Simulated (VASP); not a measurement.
## Al: single point with PBEsol+D3(BJ)

The system is Al.

```
Al
1.0
     0.00000    2.02398    1.90254
     2.02398    0.00000    1.90254
     2.02398    2.02398    0.00000
Al
1
Cartesian
  0.0000 0.0000 0.0000
```

This cell differs from its parent crystal: strain -0.0600 x Voigt [0, 0, 1, 0, 0, 0].

| Quantity | Value |
| --- | --- |
| Program | VASP 6.6.1 |
| Task | single point |
| Functional | PBEsol |
| Dispersion | D3(BJ) |
| Potentials or basis | VASP PAW PBE potentials, release 64 (Al) |
| Cutoff | 520 eV |
| k mesh | 20 × 20 × 20 |
| Occupations | gaussian, width 0.15 eV |
| Spin | no spin polarisation |

```yaml
Pressure: 0.2 GPa
Dispersion_energy_per_atom: -0.336 eV
```

Stress tensor (GPa, compression positive):
```
-1.20  0.00  0.00
 0.00 -1.20  0.00
 0.00  0.00  3.01
```

Levels at points of the mesh, in eV from the Fermi level:
```
           k point  band 1  band 2  band 3  band 4  band 5  band 6
(0.00, 0.00, 0.00)  -11.52   12.75   12.75   13.42   14.75   14.96
(0.50, 0.00, 0.00)   -4.80   -4.43   11.01   11.26   12.28   12.46
(0.50, 0.50, 0.00)   -2.37   -0.75    4.79    5.10    5.10    8.87
(0.50, 0.00, 0.50)   -3.35   -2.04    5.57    6.10    6.51   10.01
```

It took 21 s on 1 thread of Intel(R) Xeon(R) Platinum 8559C (Emerald Rapids), with other jobs on the host, peak memory 0.19 GiB.

Caveat: the cell differs from its parent crystal (strain -0.0600 x Voigt [0, 0, 1, 0, 0, 0]); the PAW data sets were made with another functional, which shifts forces and pressure a little; pairwise dispersion overbinds metals, which lowers pressure and volume.
